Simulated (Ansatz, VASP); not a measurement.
**TaN in VASP and in Ansatz**

```
Ta N
1.0
     0.00000    2.17900    2.22258
     2.17900    0.00000    2.22258
     2.17900    2.17900    0.00000
Ta N
1 1
Direct
  0.50000 0.50000 0.50000
  0.00000 0.00000 0.00000
```

Change from the starting cell: zz strain of +2 %, crystal datasets.

Alike in both runs: task electric field gradients; functional PBEsol; k mesh 9 × 9 × 9; occupations fermi-dirac, width 0.02 eV; no spin polarisation.

```csv
,VASP,Ansatz
version,VASP 6.6.1,Ansatz 0.2.0
potentials or method,"VASP PAW PBE potentials, release 64 (Ta_pv, N), cutoff 520 eV","all-electron PAW with datasets made for the crystal, scalar-relativistic"
```

```csv
,VASP,Ansatz,Ansatz less VASP
pressure (GPa),-1.5,-2.4,-0.95
"traceless stress, the component that is largest in VASP (GPa)",-8.84,-8.77,+0.069
size of Vzz on the site where it differs most (V/Å²),86.2,87.4,+1.18
```

VASP's potentials were made for PBE, not for PBEsol. Ansatz ran all-electron here, and VASP with PAW potentials.

Neither program's run includes spin-orbit coupling.
